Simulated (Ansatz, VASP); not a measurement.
TaN: VASP beside Ansatz

File INCAR:

```
  PREC = Accurate
  ENCUT = 600
  EDIFF = 1E-6
  ISMEAR = -1
  SIGMA = 0.15
  LREAL = F
  LASPH = T
  NELM = 60
  ALGO = Normal
  ISIF = 3
  LWAVE = F
  LCHARG = F
  GGA = PS
  IBRION = 2
  NSW = 80
  EDIFFG = -0.001
```

File KPOINTS:

```
Automatic mesh
0
Gamma
  18 18 14
```

The input POSCAR:

```
TaN
1.0
    2.9239890447      0.0000000000      0.0000000000
   -1.4619945224      2.5322487931      0.0000000000
    0.0000000000      0.0000000000      2.8707276427
Ta N
1 1
Direct
    0.3333333333      0.6666666667      0.5000000000
    0.0000000000      0.0000000000      0.0000000000
```

Input for Ansatz:

```yaml
crystal:
  lattice:
    - [2.9239890448, 0.0, 0.0]
    - [-1.4619945224, 2.5322487932, 0.0]
    - [0.0, 0.0, 2.8707276426]
  atoms:
    - { symbol: Ta, position: [0.3333333333, 0.6666666667, 0.5] }
    - { symbol: "N", position: [0.0, 0.0, 0.0] }
basis:
  ecutwfc: 420
kpoints:
  mp_grid: { grid: [18, 18, 14] }
hamiltonian:
  xc: pbesol
scf:
  occupations: { method: fermi_dirac, width: 0.15 }
output:
  forces: true
  stress: true
  eigenvalues: true
  write_density: true
  write_potential: true
  elf: true
  volumetric_format: npy
relax:
  adjacent_minimum: "off"
  f_tol: 0.001
  max_steps: 60
  cell: { stress_tol: 0.01 }
```

Alike in both runs: task relaxation of cell and atoms; functional PBEsol; k mesh 18 × 18 × 14; occupations fermi-dirac, width 0.15 eV; no spin polarisation.

|  | VASP | Ansatz |
| --- | --- | --- |
| version | VASP 6.6.1 | Ansatz 0.2.0 |
| potentials or method | VASP PAW PBE potentials, release 64 (Ta_pv, N), cutoff 600 eV | scalar-relativistic, plane waves, PAW |
| valence electrons in the cell | 16 | 18 |

```csv
,VASP,Ansatz,Ansatz less VASP
"gap on the k mesh at the Fermi level, each at its own relaxed structure (eV)",none,none,-
relaxed volume (Å³/atom),10.65,10.63,-0.021
relaxed cell length with the largest relative difference (Å),2.872,2.870,-0.0022
```

VASP's potentials were made for PBE, not for PBEsol. A gap of «none» marks a metal or a gap that the smearing closes. VASP's potentials hold 16 valence electrons a cell and Ansatz's 18, so a difference there can come from the potentials and not from the codes.

Spin-orbit coupling is off throughout.
